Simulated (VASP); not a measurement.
Here is a VASP 6.6.1 calculation.

The input POSCAR:

```
P
1.0
    3.0910000000      0.0000000000      0.0000000000
   -1.5455000000      2.6768845231      0.0000000000
    0.0000000000      0.0000000000     28.0000000000
P
2
Direct
    0.3333333333      0.6666666667      0.5327678571
    0.6666666667      0.3333333333      0.4672321429
```

Contents of INCAR.step1:

```
  PREC = Accurate
  ENCUT = 520
  ISMEAR = 0
  SIGMA = 0.02
  LREAL = False
  LASPH = True
  NELM = 80
  LDIPOL = True
  IDIPOL = 3
  DIPOL = 0.5 0.5 0.500
  NBANDS = 12
  GGA = PE
  ALGO = Normal
  EDIFF = 1E-4
  LWAVE = True
  LCHARG = False
```

Contents of INCAR.step2:

```
  PREC = Accurate
  ENCUT = 520
  EDIFF = 1E-6
  ISMEAR = 0
  SIGMA = 0.02
  LREAL = False
  LASPH = True
  NELM = 80
  ALGO = Normal
  ISIF = 2
  LWAVE = False
  LCHARG = False
  LDIPOL = True
  IDIPOL = 3
  DIPOL = 0.5 0.5 0.500
  METAGGA = R2SCAN
  LMIXTAU = True
  NBANDS = 12
  ISTART = 1
```

File KPOINTS:

```
Automatic mesh
0
Gamma
  9 9 1
```

Potentials or basis: VASP PAW PBE potentials, release 64 (P).

The run is started by

```console
$ cat potpaw_PBE.64/P/POTCAR > POTCAR
$ cp INCAR.step1 INCAR
$ mpirun -np 1 vasp_std > vasp.out
$ cp INCAR.step2 INCAR
$ mpirun -np 1 vasp_std > vasp.out
```

Problem. Estimate the largest force.

Solution. 3.186 eV/Å.

Problem. What does it give for the band gap on the k mesh?

Solution. Zero (bands 5 and 6 overlap by 2.93 eV).

Forces on the atoms (eV/Å):
```
P    0.000  0.000 -3.186
P    0.000  0.000  3.186
```

Caveat: the PAW data sets were made with another functional, which shifts forces and pressure a little.
